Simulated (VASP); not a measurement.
# MnC63 (a cell with a defect) in VASP: single point with PBEsol

Aim: the single point of MnC63 (a cell with a defect) with PBEsol.

Program: VASP 6.6.1. These are calculated values, not measurements. Logs are shortened: lines on timing, memory, paths and dates and some standing lists are left out, and cuts for length are marked.

### 1 The cell of the first run

The cell holds a defect, 64 atoms: a = 7.108 Å, b = 7.108 Å, c = 7.108 Å, α = 90.00°, β = 90.00°, γ = 90.00°.

### 2 Single point, PBEsol, collinear spin, ferromagnetic start

Contents of INCAR:

```
SYSTEM = MnC63
ALGO = Normal
EDIFF = 1E-6
ENCUT = 520
GGA = PS
GGA_COMPAT = .False.
ISIF = 2
ISMEAR = -1
ISPIN = 2
ISYM = 0
LASPH = .True.
LCHARG = .True.
LELF = .True.
LMAXMIX = 4
LORBIT = 11
LREAL = Auto
LVHAR = .True.
LWAVE = .False.
MAGMOM = 0 0 0 0 0 0 0 0 0 0 0 0 0 0 0 0 0 0 0 0 0 0 0 0 0 0 0 0 0 0 0 0 0 0 0 0 0 0 0 0 0 0 0 0 0 0 0 0 0 0 0 0 0 0 0 0 0 0 0 0 0 0 0 1
NBANDS = 174
NELM = 200
PREC = Accurate
SIGMA = 0.05
```

Contents of KPOINTS:

```
Automatic mesh
0
Gamma
  1 1 1
  0.25 0.25 0.25
```

Contents of POSCAR:

```
MnC63
1.0
    7.1076060000      0.0000000000      0.0000000000
    0.0000000000      7.1076060000      0.0000000000
    0.0000000000      0.0000000000      7.1076060000
C Mn
63 1
Direct
    0.0001050000      0.9999120000      0.0004350000
    0.9998880000      0.9996990000      0.5007600000
    0.9999130000      0.5002280000      0.0002390000
    0.0001460000      0.4999630000      0.5004750000
    0.5004220000      0.9997020000      0.0002280000
    0.5001470000      0.9999590000      0.5004780000
    0.5001500000      0.4999600000      0.0004770000
    0.1255480000      0.1253560000      0.1258800000
    0.1228550000      0.1226620000      0.6252750000
    0.1229190000      0.6247430000      0.1232500000
    0.1248290000      0.6250760000      0.6255810000
    0.6249400000      0.1226670000      0.1231960000
    0.6252580000      0.1246250000      0.6255920000
    0.6252480000      0.6250730000      0.1251630000
    0.6404360000      0.6403120000      0.6407570000
    0.2499190000      0.2497210000      0.0010470000
    0.2461340000      0.2459310000      0.5018580000
    0.2498430000      0.7500450000      0.9999450000
    0.2468100000      0.7535090000      0.4999240000
    0.7502410000      0.2496430000      0.9999280000
    0.7536780000      0.2465970000      0.4999080000
    0.7502830000      0.7500920000      0.0007630000
    0.7535440000      0.7533810000      0.5022470000
    0.3755350000      0.3753090000      0.1250100000
    0.3581540000      0.3579790000      0.6434660000
    0.3753670000      0.8776230000      0.1232310000
    0.3756260000      0.8758080000      0.6258840000
    0.8778080000      0.3751670000      0.1232330000
    0.8759710000      0.3754410000      0.6258570000
    0.8751640000      0.8749510000      0.1257420000
    0.8773240000      0.8771370000      0.6254100000
    0.2499030000      0.0005120000      0.2502490000
    0.2498240000      0.9994130000      0.7505870000
    0.2462350000      0.5012880000      0.2465640000
    0.2468240000      0.4994090000      0.7539750000
    0.7502540000      0.9994130000      0.2501570000
    0.7502830000      0.0002470000      0.7506190000
    0.7536420000      0.4994130000      0.2471550000
    0.7535170000      0.5017180000      0.7538440000
    0.3755050000      0.1244500000      0.3758420000
    0.3753580000      0.1226950000      0.8781580000
    0.3583040000      0.6429910000      0.3586520000
    0.3756510000      0.6253440000      0.8763020000
    0.8778250000      0.1226880000      0.3756870000
    0.8751560000      0.1252180000      0.8754860000
    0.8759730000      0.6253460000      0.3759750000
    0.8773210000      0.6248960000      0.8776530000
    0.0007050000      0.2497230000      0.2502500000
    0.9996010000      0.2496390000      0.7505700000
    0.9996160000      0.7500440000      0.2501710000
    0.0004320000      0.7500920000      0.7506170000
    0.5015300000      0.2459370000      0.2464690000
    0.4995730000      0.2465950000      0.7540120000
    0.4995880000      0.7535120000      0.2471410000
    0.5019230000      0.7533850000      0.7538730000
    0.1246680000      0.3753100000      0.3758600000
    0.1229030000      0.3751650000      0.8781450000
    0.1228860000      0.8776280000      0.3756970000
    0.1254070000      0.8749540000      0.8754930000
    0.6431490000      0.3579940000      0.3585120000
    0.6255250000      0.3754460000      0.8762980000
    0.6255500000      0.8758060000      0.3759580000
    0.6250830000      0.8771370000      0.8776620000
    0.4976070000      0.4972560000      0.4979630000
```

Potentials or basis: VASP PAW PBE potentials, release 64 (C, Mn_pv).

Started as:

```
$ cat potpaw_PBE.64/C/POTCAR potpaw_PBE.64/Mn_pv/POTCAR > POTCAR
$ mpirun -np 1 vasp_std > vasp.out
```

OUTCAR:

```text
SYSTEM = MnC63
   EDIFF = 1E-6
   ENCUT = 520
   GGA = PS
   ISIF = 2
   ISMEAR = -1
   ISPIN = 2
   ISYM = 0
   LASPH = .True.
   LORBIT = 11
   LREAL = Auto
   NELM = 200
   PREC = Accurate

 ion  position               nearest neighbor table
   1  0.000  1.000  0.000-  59 1.54  45 1.54  30 1.54   8 1.54
   2  1.000  1.000  0.501-  31 1.52  44 1.52  58 1.52   9 1.52
   3  1.000  0.500  0.000-  47 1.52  57 1.52  28 1.52  10 1.52
   4  0.000  0.500  0.500-  56 1.53  46 1.53  29 1.54  11 1.54
   5  0.500  1.000  0.000-  63 1.52  41 1.52  26 1.52  12 1.52
   6  0.500  1.000  0.500-  40 1.53  62 1.54  27 1.54  13 1.54
[... 8 lines left out ...]
  15  0.640  0.640  0.641-  23 1.50  55 1.50  39 1.50  64 1.76
  16  0.250  0.250  0.001-   8 1.53  24 1.54  41 1.54  57 1.54
  17  0.246  0.246  0.502-  25 1.51   9 1.52  56 1.55  40 1.55  64 2.53
[... 31 lines left out ...]
  49  1.000  0.250  0.751-  45 1.53  29 1.54   9 1.54  57 1.54
  50  1.000  0.750  0.250-  30 1.53  46 1.54  10 1.54  58 1.54
  51  0.000  0.750  0.751-  11 1.54  59 1.54  47 1.54  31 1.54
  52  0.502  0.246  0.246-  60 1.51  12 1.52  24 1.55  40 1.55  64 2.53
  53  0.500  0.247  0.754-  25 1.50  41 1.53  13 1.54  61 1.55  64 2.55
  54  0.500  0.754  0.247-  42 1.50  26 1.53  14 1.54  62 1.55  64 2.55
  55  0.502  0.753  0.754-  15 1.50  63 1.52  27 1.55  43 1.55  64 2.57
  56  0.125  0.375  0.376-   4 1.53  48 1.54  34 1.55  17 1.55
  57  0.123  0.375  0.878-   3 1.52  35 1.53  16 1.54  49 1.54
  58  0.123  0.878  0.376-   2 1.52  19 1.53  32 1.54  50 1.54
  59  0.125  0.875  0.875-  33 1.53  18 1.53  51 1.54   1 1.54
  60  0.643  0.358  0.359-  38 1.50  21 1.50  52 1.51  64 1.74
  61  0.626  0.375  0.876-   7 1.54  20 1.54  39 1.55  53 1.55
  62  0.626  0.876  0.376-   6 1.54  36 1.54  23 1.55  54 1.55
  63  0.625  0.877  0.878-   5 1.52  55 1.52  22 1.54  37 1.54
  64  0.498  0.497  0.498-  25 1.74  60 1.74  42 1.74  15 1.76  34 2.53  17 2.53  52 2.53  53 2.55
                            21 2.55  35 2.55  38 2.55  19 2.55  54 2.55  39 2.57  55 2.57  23 2.57

IMPORTANT INFORMATION: All symmetrisations will be switched off!
NOSYMM: (Re-)initialisation of all symmetry stuff for point group C_1.

----------------------------------------------------------------------------------------

                                     Primitive cell

  volume of cell :     359.0625

  direct lattice vectors                    reciprocal lattice vectors
     7.107606000  0.000000000  0.000000000     0.140694349  0.000000000  0.000000000
     0.000000000  7.107606000  0.000000000     0.000000000  0.140694349  0.000000000
     0.000000000  0.000000000  7.107606000     0.000000000  0.000000000  0.140694349

  length of vectors
     7.107606000  7.107606000  7.107606000     0.140694349  0.140694349  0.140694349

  position of ions in fractional coordinates (direct lattice)
     0.000105000  0.999912000  0.000435000
     0.999888000  0.999699000  0.500760000
     0.999913000  0.500228000  0.000239000
     0.000146000  0.499963000  0.500475000
     0.500422000  0.999702000  0.000228000
     0.500147000  0.999959000  0.500478000
[... 56 lines left out ...]
     0.625083000  0.877137000  0.877662000
     0.497607000  0.497256000  0.497963000

  ion indices of the primitive-cell ions
   primitive index   ion index
                 1           1
                 2           2
                 3           3
                 4           4
                 5           5
                 6           6
[... 56 lines left out ...]
                63          63
                64          64

----------------------------------------------------------------------------------------

 KPOINTS: Automatic mesh

Automatic generation of k-mesh.
 Grid dimensions read from file:
 generate k-points for:    1    1    1

 Generating k-lattice:

  Cartesian coordinates                     Fractional coordinates (reciprocal lattice)
     0.140694349  0.000000000  0.000000000     1.000000000  0.000000000  0.000000000
     0.000000000  0.140694349  0.000000000     0.000000000  1.000000000  0.000000000
     0.000000000  0.000000000  0.140694349     0.000000000  0.000000000  1.000000000

  Length of vectors
     0.140694349  0.140694349  0.140694349
[... 32 lines left out ...]
   NELM   =    200;   NELMIN=  2; NELMDL= -5     # of ELM steps
   EDIFF  = 0.1E-05   stopping-criterion for ELM
   LREAL  =      T    real-space projection
   EDIFFG = 0.1E-04   stopping-criterion for IOM
   NSW    =      0    number of steps for IOM
   IBRION =     -1    ionic relax: 0-MD 1-quasi-New 2-CG
   NFREE  =      0    steps in history (QN), initial steepest desc. (CG)
   ISIF   =      2    stress and relaxation
   ISYM   =      0    0-nonsym 1-usesym 2-fastsym
   POTIM  = 0.5000    time-step for ionic-motion
   TEBEG  =    0.0;   TEEND  =   0.0 temperature during run
   PSTRESS=    0.0 pullay stress
   NELECT =     265.0000    total number of electrons
   NUPDOWN=      -1.0000    fix difference up-down
   EMIN   =  10.00;   EMAX   =-10.00  energy-range for DOS
   EFERMI =   0.00;   METHOD = LEGACY
   ISMEAR =    -1;   SIGMA  =   0.05  broadening in eV -4-tet -1-fermi 0-gaus
   EFERMI_NEDOS =   21; number of points for ismear=-14 and -15
   IALGO  =     38    algorithm
   IMIX   =      4    mixing-type and parameters
     AMIX     =   0.40;   BMIX     =  1.00
     AMIX_MAG =   1.60;   BMIX_MAG =  1.00
  volume/ion in A,a.u.               =       5.61        37.86
  Fermi-wavevector in a.u.,A,eV,Ry     =   1.479449  2.795754 29.780030  2.188770
  Thomas-Fermi vector in A             =   2.593606
   LORBIT       =     11    0 simple, 1 ext, 2 COOP (PROOUT), +10 PAW based schemes
   GGA     = PS    functional components
   LHFCALC =     F    Hartree Fock is set to
   AEXX    =    0.0000 exact exchange contribution
   IVDW    =     0    specifies the selected vdW correction
   LEPSILON=     F    determine dielectric tensor
   LRPA    =     F    only Hartree local field effects (RPA)
 spin polarized calculation
  energy-cutoff  :      520.00
  volume of cell :      359.06
 maximum number of plane-waves:      9651
 NGX is ok and might be reduce to    54
   NGX = 27   NGY = 27   NGZ = 27

 number of electron     265.0000009 magnetization       1.0001555

 Free energy of the ion-electron system (eV)
  ---------------------------------------------------
  ext. energy  EPLUGINS =         0.00000000
  ---------------------------------------------------
  free energy    TOTEN  =      -608.71701061 eV

  energy without entropy =     -608.64799469  energy(sigma->0) =     -608.68250265

 E-fermi :  11.5563     XC(G=0): -13.5712

 val. band max:       11.5478082681   @ k =  -0.2500   0.2500   0.2500
 cond. band min:      11.5584001948   @ k =  -0.2500   0.2500   0.2500
 fundamental gap:      0.0105919267
 Fermi energy:        11.5563335613

 spin component 1

 k-point     1 :       0.2500    0.2500    0.2500
  band No.  band energies     occupation
      1     -36.6841      1.00000
      2     -36.6737      1.00000
      3     -36.6289      1.00000
      4     -11.2333      1.00000
      5     -10.1511      1.00000
      6     -10.1502      1.00000
[... 577 lines left out ...]
    143      15.9120      0.00000
    144      15.9130      0.00000
 Fermi energy:        11.5563335613

 spin component 2

 k-point     1 :       0.2500    0.2500    0.2500
  band No.  band energies     occupation
      1     -35.7415      1.00000
      2     -35.7347      1.00000
      3     -35.6502      1.00000
      4     -11.2315      1.00000
      5     -10.1495      1.00000
      6     -10.1486      1.00000
[... 577 lines left out ...]
    143      15.9229      0.00000
    144      15.9242      0.00000
 [bands above 144 left out]

------------------------ aborting loop because EDIFF is reached ----------------------------------------

  FORCE on cell =-STRESS in cart. coord.  units (eV):
  Direction    XX          YY          ZZ          XY          YZ          ZX
  --------------------------------------------------------------------------------------
  -------------------------------------------------------------------------------------
  Total       26.8638702     27.0609455     26.9800212     -0.5151473     -0.5233284     -0.5333072
  in kB      119.8696196    120.7489918    120.3878985     -2.2986453     -2.3351506     -2.3796768
  external PRESSURE =     120.3355033 kB  Pullay stress =       0.0000000 kB

 VOLUME and BASIS-vectors are now :
 -----------------------------------------------------------------------------
  energy-cutoff  :      520.00
  volume of cell :      359.06
      direct lattice vectors                 reciprocal lattice vectors
     7.107606000  0.000000000  0.000000000     0.140694349  0.000000000  0.000000000
     0.000000000  7.107606000  0.000000000     0.000000000  0.140694349  0.000000000
     0.000000000  0.000000000  7.107606000     0.000000000  0.000000000  0.140694349

 POSITION                                       TOTAL-FORCE (eV/Angst)
 -----------------------------------------------------------------------------------
      0.00075      7.10698      0.00309         0.061556      0.063752      0.060078
      7.10681      7.10547      3.55920         0.068700      0.067841     -0.096339
      7.10699      3.55542      0.00170         0.063300     -0.082008      0.069213
      0.00104      3.55354      3.55718         0.060763      0.067158      0.063555
      3.55680      7.10549      0.00162        -0.091959      0.068188      0.063671
      3.55485      7.10731      3.55720         0.067154      0.061698      0.062902
[... 56 lines left out ...]
      4.44284      6.23434      6.23808         0.041968     -0.016865     -0.015991
      3.53679      3.53430      3.53932         0.278494      0.293629      0.275673
 -----------------------------------------------------------------------------------
    total drift:                               -0.003629     -0.013289     -0.029066

  FREE ENERGIE OF THE ION-ELECTRON SYSTEM (eV)
  ---------------------------------------------------
  free  energy   TOTEN  =      -608.7170106124 eV

  energy  without entropy=     -608.6479946931  energy(sigma->0) =     -608.68250265

 total charge

# of ion       s       p       d       tot
------------------------------------------
    1        0.825   1.750   0.000   2.576
    2        0.833   1.792   0.000   2.625
    3        0.833   1.791   0.000   2.624
    4        0.826   1.758   0.000   2.584
    5        0.833   1.792   0.000   2.625
    6        0.826   1.758   0.000   2.584
[... 56 lines left out ...]
   63        0.830   1.768   0.000   2.598
   64        0.614   6.478   5.845  12.937
--------------------------------------------------
tot         52.872 117.551   5.845 176.267

 magnetization (x)

# of ion       s       p       d       tot
------------------------------------------
    1       -0.000  -0.000   0.000  -0.000
    2        0.000   0.001   0.000   0.001
    3        0.000   0.001   0.000   0.001
    4        0.000   0.000   0.000   0.000
    5        0.000   0.001   0.000   0.001
    6        0.000   0.000   0.000   0.000
[... 56 lines left out ...]
   63       -0.000  -0.000   0.000  -0.000
   64        0.006  -0.007   0.955   0.953
--------------------------------------------------
tot          0.014  -0.028   0.955   0.941
```

Wall time 38 min (1 thread of Intel Xeon 8259CL, shared host); peak memory 0.71 GiB.

What came out:

```
Free energy                                           : -608.7170 eV
Pressure                                              : 12.0 GPa
Largest force                                         : 0.490 eV/Å
Band gap on the k mesh                                : zero (filled and empty bands overlap)
Net moment                                            : 1.00 μB per cell
Site moments                                          : C -0.00, +0.00, -0.02, +0.01 (each value once); Mn +0.95 μB
Valence electrons inside the program's atomic spheres : C 2.58, 2.62, 2.59, 2.60, 2.57, 2.67, 2.68 (each value once); Mn 12.94
```

Forces on the atoms (eV/Å):
```
C    0.062  0.064  0.060
C    0.069  0.068 -0.096
C    0.063 -0.082  0.069
C    0.061  0.067  0.064
C   -0.092  0.068  0.064
C    0.067  0.062  0.063
C    0.067  0.068  0.056
C   -0.067 -0.067 -0.068
C   -0.106 -0.107  0.039
C   -0.111  0.029 -0.112
C   -0.062 -0.046 -0.046
C    0.035 -0.107 -0.110
C   -0.049 -0.060 -0.049
C   -0.050 -0.044 -0.063
C   -0.003 -0.016 -0.003
C    0.067  0.068  0.030
C    0.161  0.166 -0.003
C    0.088  0.094  0.067
C   -0.008  0.153 -0.063
C    0.094  0.088  0.068
C    0.156 -0.008 -0.066
C    0.064  0.060  0.073
C    0.002 -0.001 -0.174
C   -0.068 -0.066 -0.058
C   -0.096 -0.104 -0.170
C    0.043 -0.117 -0.021
C   -0.055 -0.072 -0.085
C   -0.115  0.047 -0.020
C   -0.070 -0.057 -0.085
C   -0.071 -0.066 -0.073
C   -0.019 -0.019  0.049
C    0.070  0.028  0.067
C    0.089  0.072  0.099
C    0.154  0.017  0.154
C   -0.014 -0.073  0.167
C    0.095  0.072  0.091
C    0.063  0.072  0.063
C    0.164 -0.072 -0.011
C    0.011 -0.162  0.005
C   -0.060 -0.057 -0.064
C    0.047 -0.020 -0.115
C   -0.110 -0.191 -0.116
C   -0.053 -0.085 -0.068
C   -0.115 -0.018  0.047
C   -0.064 -0.071 -0.063
C   -0.071 -0.088 -0.056
C   -0.017  0.034 -0.015
C    0.031  0.067  0.068
C    0.069  0.090  0.099
C    0.074  0.094  0.092
C    0.073  0.062  0.062
C    0.001  0.165  0.161
C   -0.070 -0.007  0.159
C   -0.065  0.152 -0.004
C   -0.172  0.000  0.000
C   -0.056 -0.064 -0.064
C   -0.019  0.048 -0.113
C   -0.017 -0.116  0.046
C   -0.071 -0.065 -0.065
C   -0.171 -0.102 -0.103
C   -0.085 -0.054 -0.068
C   -0.088 -0.070 -0.053
C    0.042 -0.017 -0.016
Mn   0.278  0.294  0.276
```

Stress tensor (GPa, compression positive):
```
11.99 -0.23 -0.24
-0.23 12.07 -0.23
-0.24 -0.23 12.04
```

Caveat: the k points lie up to 0.44 Å⁻¹ apart; the PAW data sets were made with another functional, which shifts forces and pressure a little.
